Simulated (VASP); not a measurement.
A run of VASP 6.6.1:

INCAR

```
SYSTEM = Si
PREC = Accurate
ENCUT = 520
EDIFF = 1E-6
ISMEAR = 0
SIGMA = 0.02
LREAL = Auto
LASPH = .TRUE.
NELM = 100
ALGO = Normal
ISIF = 2
LWAVE = .FALSE.
LCHARG = .FALSE.
GGA = PE
IBRION = 2
NSW = 80
EDIFFG = -0.03
NCORE = 4
```

The input KPOINTS:

```
Automatic mesh
0
G
  1 1 1
  0 0 0
```

POSCAR

```
Si
1.0
   10.8600000000      0.0000000000      0.0000000000
    0.0000000000     10.8600000000      0.0000000000
    0.0000000000      0.0000000000     10.8600000000
Si
63
Direct
    0.5000000000      0.0000000000      0.0000000000
    0.6250000000      0.1250000000      0.1250000000
    0.7500000000      0.2500000000      0.0000000000
    0.8750000000      0.3750000000      0.1250000000
    0.8750000000     -0.1250000000      0.1250000000
    0.8750000000      0.1250000000      0.3750000000
    0.0000000000      0.0000000000      0.0000000000
    0.1250000000      0.1250000000      0.1250000000
    0.2500000000      0.2500000000      0.0000000000
    0.3750000000      0.3750000000      0.1250000000
    0.5000000000      0.5000000000      0.0000000000
    0.6250000000      0.6250000000      0.1250000000
    0.7500000000      0.7500000000      0.0000000000
    0.2500000000      0.0000000000      0.2500000000
    0.3750000000      0.1250000000      0.3750000000
    0.5000000000      0.2500000000      0.2500000000
    0.6250000000      0.3750000000      0.3750000000
    0.7500000000      0.5000000000      0.2500000000
    0.8750000000      0.6250000000      0.3750000000
    0.5000000000      0.0000000000      0.5000000000
    0.6250000000      0.1250000000      0.6250000000
    0.7500000000      0.2500000000      0.5000000000
    0.8750000000      0.3750000000      0.6250000000
    0.7500000000      0.0000000000      0.7500000000
    0.8750000000      0.1250000000      0.8750000000
    0.0000000000      0.5000000000      0.0000000000
    0.1250000000      0.6250000000      0.1250000000
    0.2500000000      0.7500000000      0.0000000000
    0.3750000000      0.8750000000      0.1250000000
    0.0000000000      0.2500000000      0.2500000000
    0.1250000000      0.3750000000      0.3750000000
    0.2500000000      0.5000000000      0.2500000000
    0.3750000000      0.6250000000      0.3750000000
    0.5000000000      0.7500000000      0.2500000000
    0.6250000000      0.8750000000      0.3750000000
    0.0000000000      0.0000000000      0.5000000000
    0.1250000000      0.1250000000      0.6250000000
    0.2500000000      0.2500000000      0.5000000000
    0.3750000000      0.3750000000      0.6250000000
    0.5000000000      0.5000000000      0.5000000000
    0.6250000000      0.6250000000      0.6250000000
    0.7500000000      0.7500000000      0.5000000000
    0.8750000000      0.8750000000      0.6250000000
    0.2500000000      0.0000000000      0.7500000000
    0.3750000000      0.1250000000      0.8750000000
    0.5000000000      0.2500000000      0.7500000000
    0.6250000000      0.3750000000      0.8750000000
    0.7500000000      0.5000000000      0.7500000000
    0.8750000000      0.6250000000      0.8750000000
    0.0000000000      0.7500000000      0.2500000000
    0.1250000000      0.8750000000      0.3750000000
    0.0000000000      0.5000000000      0.5000000000
    0.1250000000      0.6250000000      0.6250000000
    0.2500000000      0.7500000000      0.5000000000
    0.3750000000      0.8750000000      0.6250000000
    0.0000000000      0.2500000000      0.7500000000
    0.1250000000      0.3750000000      0.8750000000
    0.2500000000      0.5000000000      0.7500000000
    0.3750000000      0.6250000000      0.8750000000
    0.5000000000      0.7500000000      0.7500000000
    0.6250000000      0.8750000000      0.8750000000
    0.0000000000      0.7500000000      0.7500000000
    0.1250000000      0.8750000000      0.8750000000
```

Potentials or basis: VASP PAW PBE potentials, release 64 (Si).

The run is started by

```bash
$ cat potpaw_PBE.64/Si/POTCAR > POTCAR
$ mpirun -np 4 vasp_gam > vasp.out
```

Hardware: 4 MPI ranks on Oxide Virtual Turin-like Processor, on a shared host.

Task: How long does it take, and how much memory?

Result: Wall time 11 min on 4 MPI ranks on Oxide Virtual Turin-like Processor (shared host), peak memory 0.39 GiB a rank. Counts: scf iterations 85, k points 1, ion steps 12.
